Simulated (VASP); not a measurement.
# WC in VASP: single point with PBE

Aim: the single point of WC with PBE.

All numbers are computed with VASP 6.6.1; they aren't measurements. Logs are shortened: lines on timing, memory, paths and dates and some standing lists are left out, and cuts for length are marked.

## Step 1: The cell of the first run

The cell holds a slab with vacuum, 16 atoms: a = 5.792 Å, b = 5.792 Å, c = 16.258 Å, α = 90.00°, β = 90.00°, γ = 120.00°.

## Step 2: Single point, PBE

INCAR reads:

```
SYSTEM = WC
  PREC = Accurate
  ENCUT = 520
  EDIFF = 1E-7
  ISMEAR = -1
  SIGMA = 0.15
  LREAL = Auto
  LASPH = .True.
  NELM = 60
  ALGO = Normal
  ISIF = 2
  LWAVE = .False.
  LCHARG = .False.
  GGA = PE
  NBANDS = 86
```

KPOINTS reads:

```
regular mesh
0
Gamma
  2 2 1
  0 0 0
```

POSCAR reads:

```
WC
1.0
    5.7919999199      0.0000000000      0.0000000000
   -2.8959999600      5.0160190694      0.0000000000
    0.0000000000      0.0000000000     16.2583500000
W C
8 8
Direct
    0.0000000000      0.0000000000      0.0615069000
    0.0000000000      0.0000000000      0.2387103178
    0.0000000000      0.5000000000      0.0615069000
    0.0000000000      0.5000000000      0.2387103178
    0.5000000000      0.0000000000      0.0615069000
    0.5000000000      0.0000000000      0.2387103178
    0.5000000000      0.5000000000      0.0615069000
    0.5000000000      0.5000000000      0.2387103178
    0.3333333333      0.1666666667      0.1421848080
    0.3333333333      0.1666666667      0.3075047280
    0.3333333333      0.6666666667      0.1421848080
    0.3333333333      0.6666666667      0.3075047280
    0.8333333333      0.1666666667      0.1421848080
    0.8333333333      0.1666666667      0.3075047280
    0.8333333333      0.6666666667      0.1421848080
    0.8333333333      0.6666666667      0.3075047280
```

Potentials or basis: VASP PAW PBE potentials, release 64 (W_sv, C).

Run with:

```
cat potpaw_PBE.64/W_sv/POTCAR potpaw_PBE.64/C/POTCAR > POTCAR
mpirun -np 1 vasp_std > vasp.out
```

OUTCAR:

```text
SYSTEM = WC
   PREC = Accurate
   ENCUT = 520
   EDIFF = 1E-7
   ISMEAR = -1
   LREAL = Auto
   LASPH = .True.
   NELM = 60
   ISIF = 2
   GGA = PE

 ion  position               nearest neighbor table
   1  0.000  0.000  0.062-   9 2.13  15 2.13  13 2.13   2 2.88   5 2.90   5 2.90   7 2.90   7 2.90
                             3 2.90   3 2.90
   2  0.000  0.000  0.239-  10 2.01  16 2.01  14 2.01   9 2.29  15 2.29  13 2.29   1 2.88   6 2.90
                             6 2.90   8 2.90   8 2.90   4 2.90   4 2.90
   3  0.000  0.500  0.062-  11 2.13  13 2.13  15 2.13   4 2.88   7 2.90   7 2.90   5 2.90   5 2.90
                             1 2.90   1 2.90
   4  0.000  0.500  0.239-  12 2.01  14 2.01  16 2.01  11 2.29  13 2.29  15 2.29   3 2.88   8 2.90
                             8 2.90   6 2.90   6 2.90   2 2.90   2 2.90
   5  0.500  0.000  0.062-  13 2.13  11 2.13   9 2.13   6 2.88   1 2.90   1 2.90   3 2.90   3 2.90
                             7 2.90   7 2.90
   6  0.500  0.000  0.239-  14 2.01  12 2.01  10 2.01  13 2.29  11 2.29   9 2.29   5 2.88   2 2.90
                             2 2.90   4 2.90   4 2.90   8 2.90   8 2.90
   7  0.500  0.500  0.062-  15 2.13   9 2.13  11 2.13   8 2.88   3 2.90   3 2.90   1 2.90   1 2.90
                             5 2.90   5 2.90
   8  0.500  0.500  0.239-  16 2.01  10 2.01  12 2.01  15 2.29   9 2.29  11 2.29   7 2.88   4 2.90
                             4 2.90   2 2.90   2 2.90   6 2.90   6 2.90
   9  0.333  0.167  0.142-   1 2.13   7 2.13   5 2.13   2 2.29   8 2.29   6 2.29
  10  0.333  0.167  0.308-   2 2.01   8 2.01   6 2.01
  11  0.333  0.667  0.142-   3 2.13   5 2.13   7 2.13   4 2.29   6 2.29   8 2.29
  12  0.333  0.667  0.308-   4 2.01   6 2.01   8 2.01
  13  0.833  0.167  0.142-   5 2.13   3 2.13   1 2.13   6 2.29   4 2.29   2 2.29
  14  0.833  0.167  0.308-   6 2.01   4 2.01   2 2.01
  15  0.833  0.667  0.142-   7 2.13   1 2.13   3 2.13   8 2.29   2 2.29   4 2.29
  16  0.833  0.667  0.308-   8 2.01   2 2.01   4 2.01

  LATTYP: Found a hexagonal cell.
 ALAT       =     5.7919999199
 C/A-ratio  =     2.8070356051

  Lattice vectors:

 A1 = (   5.7919999199,   0.0000000000,   0.0000000000)
 A2 = (  -2.8959999600,   5.0160190694,   0.0000000000)
 A3 = (   0.0000000000,   0.0000000000,  16.2583500000)

Analysis of symmetry for initial positions (statically):
=====================================================================
 Subroutine PRICEL returns following result:

  LATTYP: Found a hexagonal cell.
 ALAT       =     2.8959999600
 C/A-ratio  =     5.6140712102

  Lattice vectors:

 A1 = (   2.8959999600,   0.0000000000,   0.0000000000)
 A2 = (  -1.4479999800,   2.5080095347,   0.0000000000)
 A3 = (   0.0000000000,   0.0000000000,  16.2583500000)

   4 primitive cells build up your supercell.

 Routine SETGRP: Setting up the symmetry group for a
 hexagonal supercell.

 Subroutine GETGRP returns: Found  6 space group operations
 (whereof  6 operations were pure point group operations)
 out of a pool of 24 trial point group operations.

The static configuration has the point symmetry C_3v.

Analysis of symmetry for dynamics (positions and initial velocities):
=====================================================================
 Subroutine PRICEL returns following result:

  LATTYP: Found a hexagonal cell.
 ALAT       =     2.8959999600
 C/A-ratio  =     5.6140712102

  Lattice vectors:

 A1 = (   2.8959999600,   0.0000000000,   0.0000000000)
 A2 = (  -1.4479999800,   2.5080095347,   0.0000000000)
 A3 = (   0.0000000000,   0.0000000000,  16.2583500000)

   4 primitive cells build up your supercell.

 Routine SETGRP: Setting up the symmetry group for a
 hexagonal supercell.

 Subroutine GETGRP returns: Found  6 space group operations
 (whereof  6 operations were pure point group operations)
 out of a pool of 24 trial point group operations.

The dynamic configuration has the point symmetry C_3v.

 Subroutine INISYM returns: Found  6 space group operations
 (whereof  6 operations are pure point group operations),
 and found     4 'primitive' translations

----------------------------------------------------------------------------------------

                                     Primitive cell

  volume of cell :     118.0876

  direct lattice vectors                    reciprocal lattice vectors
     2.895999960  0.000000000  0.000000000     0.345303872  0.199361284  0.000000000
    -1.447999980  2.508009535  0.000000000     0.000000000  0.398722567  0.000000000
     0.000000000  0.000000000 16.258350000     0.000000000  0.000000000  0.061506856

  length of vectors
     2.895999960  2.895999960 16.258350000     0.398722567  0.398722567  0.061506856

  position of ions in fractional coordinates (direct lattice)
     0.000000000  0.000000000  0.061506900
     0.000000000  0.000000000  0.238710318
     0.666666667  0.333333333  0.142184808
     0.666666667  0.333333333  0.307504728

  ion indices of the primitive-cell ions
   primitive index   ion index
                 1           1
                 2           2
                 3          13
                 4          14

----------------------------------------------------------------------------------------

 KPOINTS: regular mesh

Automatic generation of k-mesh.
 Grid dimensions read from file:
 generate k-points for:    2    2    1

 Generating k-lattice:

  Cartesian coordinates                     Fractional coordinates (reciprocal lattice)
     0.086325968  0.049840321  0.000000000     0.500000000  0.000000000  0.000000000
     0.000000000  0.099680642  0.000000000     0.000000000  0.500000000  0.000000000
     0.000000000  0.000000000  0.061506856     0.000000000  0.000000000  1.000000000

  Length of vectors
     0.099680642  0.099680642  0.061506856

  Shift w.r.t. Gamma in fractional coordinates (k-lattice)
     0.000000000  0.000000000  0.000000000

 Subroutine IBZKPT returns following result:
 ===========================================

 Found      2 irreducible k-points:

 Following reciprocal coordinates:
            Coordinates               Weight
  0.000000  0.000000  0.000000      1.000000
  0.500000  0.000000  0.000000      3.000000
   k-points           NKPTS =      2   k-points in BZ     NKDIM =      2   number of bands    NBANDS=     86
   number of dos      NEDOS =    301   number of ions     NIONS =     16
   total plane-waves  NPLWV = 290304
   dimension x,y,z NGX =    48 NGY =   48 NGZ =  126
   dimension x,y,z NGXF=    96 NGYF=   96 NGZF=  252
   ions per type =               8   8
   NGX,Y,Z   is equivalent  to a cutoff of  13.78, 13.78, 12.88 a.u.
   NGXF,Y,Z  is equivalent  to a cutoff of  27.55, 27.55, 25.77 a.u.
 SYSTEM =  WC
   PREC   = accura    normal or accurate (medium, high low for compatibility)
   ISTART =      0    job   : 0-new  1-cont  2-samecut
   ICHARG =      2    charge: 1-file 2-atom 10-const
   ISPIN  =      1    spin polarized calculation?
   LNONCOLLINEAR =      F non collinear calculations
   LSORBIT =      F    spin-orbit coupling
   LASPH  =      T    aspherical Exc in radial PAW
   ENCUT  =  520.0 eV  38.22 Ry    6.18 a.u.  10.77 10.77 30.23*2*pi/ulx,y,z
   NELM   =     60;   NELMIN=  2; NELMDL= -5     # of ELM steps
   EDIFF  = 0.1E-06   stopping-criterion for ELM
   LREAL  =      T    real-space projection
   EDIFFG = 0.1E-05   stopping-criterion for IOM
   NSW    =      0    number of steps for IOM
   IBRION =     -1    ionic relax: 0-MD 1-quasi-New 2-CG
   NFREE  =      0    steps in history (QN), initial steepest desc. (CG)
   ISIF   =      2    stress and relaxation
   ISYM   =      2    0-nonsym 1-usesym 2-fastsym
   POTIM  = 0.5000    time-step for ionic-motion
   TEBEG  =    0.0;   TEEND  =   0.0 temperature during run
   PSTRESS=    0.0 pullay stress
   NELECT =     144.0000    total number of electrons
   NUPDOWN=      -1.0000    fix difference up-down
   EMIN   =  10.00;   EMAX   =-10.00  energy-range for DOS
   EFERMI =   0.00;   METHOD = LEGACY
   ISMEAR =    -1;   SIGMA  =   0.15  broadening in eV -4-tet -1-fermi 0-gaus
   EFERMI_NEDOS =   21; number of points for ismear=-14 and -15
   IALGO  =     38    algorithm
   IMIX   =      4    mixing-type and parameters
     AMIX     =   0.40;   BMIX     =  1.00
     AMIX_MAG =   1.60;   BMIX_MAG =  1.00
  volume/ion in A,a.u.               =      29.52       199.22
  Fermi-wavevector in a.u.,A,eV,Ry     =   1.101812  2.082123 16.517340  1.213990
  Thomas-Fermi vector in A             =   2.238245
   LORBIT       =      0    0 simple, 1 ext, 2 COOP (PROOUT), +10 PAW based schemes
   GGA     = PE    functional components
   LHFCALC =     F    Hartree Fock is set to
   AEXX    =    0.0000 exact exchange contribution
   IVDW    =     0    specifies the selected vdW correction
   LEPSILON=     F    determine dielectric tensor
   LRPA    =     F    only Hartree local field effects (RPA)
 non-spin polarized calculation
  energy-cutoff  :      520.00
  volume of cell :      472.35
 maximum number of plane-waves:     12728
 NGX is ok and might be reduce to    48
   NGX = 21   NGY = 21   NGZ = 61

 number of electron     143.9999991 magnetization

 Free energy of the ion-electron system (eV)
  ---------------------------------------------------
  ext. energy  EPLUGINS =         0.00000000
  ---------------------------------------------------
  free energy    TOTEN  =      -163.05361708 eV

  energy without entropy =     -162.49973523  energy(sigma->0) =     -162.77667616

 E-fermi :   0.4304     XC(G=0):  -6.0493

 val. band max:        0.4200026994   @ k =   0.5000   0.0000   0.0000
 cond. band min:       0.6069566531   @ k =   0.0000   0.0000   0.0000
 fundamental gap:      0.1869539537
 Fermi energy:         0.4303645895

 k-point     1 :       0.0000    0.0000    0.0000
  band No.  band energies     occupation
      1     -73.6546      2.00000
      2     -73.5956      2.00000
      3     -73.5956      2.00000
      4     -73.5956      2.00000
      5     -73.3804      2.00000
      6     -73.3170      2.00000
[... 76 lines left out ...]
     83       3.5307      0.00000
     84       3.7873      0.00000

 k-point     2 :       0.5000    0.0000    0.0000
  band No.  band energies     occupation
      1     -73.6251      2.00000
      2     -73.6251      2.00000
      3     -73.5956      2.00000
      4     -73.5956      2.00000
      5     -73.3488      2.00000
      6     -73.3488      2.00000
[... 76 lines left out ...]
     83       2.3388      0.00001
     84       2.3388      0.00001
 [bands above 84 left out]

------------------------ aborting loop because EDIFF is reached ----------------------------------------

  FORCE on cell =-STRESS in cart. coord.  units (eV):
  Direction    XX          YY          ZZ          XY          YZ          ZX
  --------------------------------------------------------------------------------------
  -------------------------------------------------------------------------------------
  Total        8.0765189      8.0765189      0.9267467     -0.0000000      0.0000000      0.0000000
  in kB       27.3949558     27.3949558      3.1434564     -0.0000000      0.0000000      0.0000000
  external PRESSURE =      19.3111226 kB  Pullay stress =       0.0000000 kB

 VOLUME and BASIS-vectors are now :
 -----------------------------------------------------------------------------
  energy-cutoff  :      520.00
  volume of cell :      472.35
      direct lattice vectors                 reciprocal lattice vectors
     5.791999920  0.000000000  0.000000000     0.172651936  0.099680642  0.000000000
    -2.895999960  5.016019069  0.000000000     0.000000000  0.199361284  0.000000000
     0.000000000  0.000000000 16.258350000     0.000000000  0.000000000  0.061506856

 POSITION                                       TOTAL-FORCE (eV/Angst)
 -----------------------------------------------------------------------------------
      0.00000      0.00000      1.00000        -0.000000      0.000000     -0.039564
      0.00000      0.00000      3.88104         0.000000      0.000000     -0.010906
     -1.44800      2.50801      1.00000         0.000000      0.000000     -0.039564
     -1.44800      2.50801      3.88104        -0.000000     -0.000000     -0.010906
      2.89600      0.00000      1.00000        -0.000000      0.000000     -0.039564
      2.89600      0.00000      3.88104        -0.000000      0.000000     -0.010906
[... 8 lines left out ...]
      2.89600      3.34401      2.31169        -0.000000      0.000000     -0.034956
      2.89600      3.34401      4.99952         0.000000      0.000000      0.085426
 -----------------------------------------------------------------------------------
    total drift:                                0.000000     -0.000001     -0.123485

  FREE ENERGIE OF THE ION-ELECTRON SYSTEM (eV)
  ---------------------------------------------------
  free  energy   TOTEN  =      -163.0536170820 eV

  energy  without entropy=     -162.4997352348  energy(sigma->0) =     -162.77667616
```

It took 2.9 min on 1 thread of Intel Xeon 6975P-C (Granite Rapids), shared host; peak memory 0.59 GiB.

What came out:

- Free energy: -163.0536 eV
- Largest force: 0.085 eV/Å
- Band gap on the k mesh: zero (bands 72 and 73 overlap by 0.26 eV)

Forces in eV/Å, atoms in the order of the input:
```
W    0.000  0.000 -0.040
W    0.000  0.000 -0.011
W    0.000  0.000 -0.040
W    0.000  0.000 -0.011
W    0.000  0.000 -0.040
W    0.000  0.000 -0.011
W    0.000  0.000 -0.040
W    0.000  0.000 -0.011
C    0.000  0.000 -0.035
C    0.000  0.000  0.085
C    0.000  0.000 -0.035
C    0.000  0.000  0.085
C    0.000  0.000 -0.035
C    0.000  0.000  0.085
C    0.000  0.000 -0.035
C    0.000  0.000  0.085
```

Levels at points of the mesh, in eV from the Fermi level:
```
           k point  band 67  band 68  band 69  band 70  band 71  band 72  band 73  band 74  band 75  band 76
(0.00, 0.00, 0.00)    -1.32    -1.16     0.18     0.18     0.18     0.25     0.25     1.14     1.52     1.52
(0.50, 0.00, 0.00)    -1.35    -1.35    -1.21    -1.21    -0.57    -0.57    -0.01    -0.01     1.10     1.10
```

Caveat: the k points lie up to 0.63 Å⁻¹ apart; spin-orbit coupling is left out, which moves the levels of the heavy elements.
